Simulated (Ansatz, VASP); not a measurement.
## One calculation of Sb, two programs

```xyz
1
Lattice="-1.4452 1.5196 2.4800 1.5196 -1.4452 2.4800 1.4904 1.4904 -2.4348" Properties=species:S:1:pos:R:3 pbc="T T T"
Sb    0.0000    0.0000    0.0000
```

Change from the starting cell: equal xy, yz and zx shear strains of +3 %, crystal datasets.

Alike in both runs: task electric field gradients; functional PBEsol; k mesh 19 × 19 × 19; occupations fermi-dirac, width 0.05 eV; no spin polarisation.

|  | VASP | Ansatz |
| --- | --- | --- |
| version | VASP 6.6.1 | Ansatz 0.2.0 |
| potentials or method | VASP PAW PBE potentials, release 64 (Sb), cutoff 520 eV | all-electron PAW with datasets made for the crystal, scalar-relativistic |

Ansatz gave:

- pressure (GPa): 15.3
- traceless stress, the component that is largest in VASP (GPa): 1.12
- size of Vzz on the site where it differs most (V/Å²): 37.2

Problem. Estimate VASP's values.

Solution. Pressure (GPa): 15.5; traceless stress, the component that is largest in VASP (GPa): 1.12; size of Vzz on the site where it differs most (V/Å²): 36.0.

VASP's potentials were made for PBE, not for PBEsol. Ansatz ran all-electron here, and VASP with PAW potentials.

Neither program's run includes spin-orbit coupling.
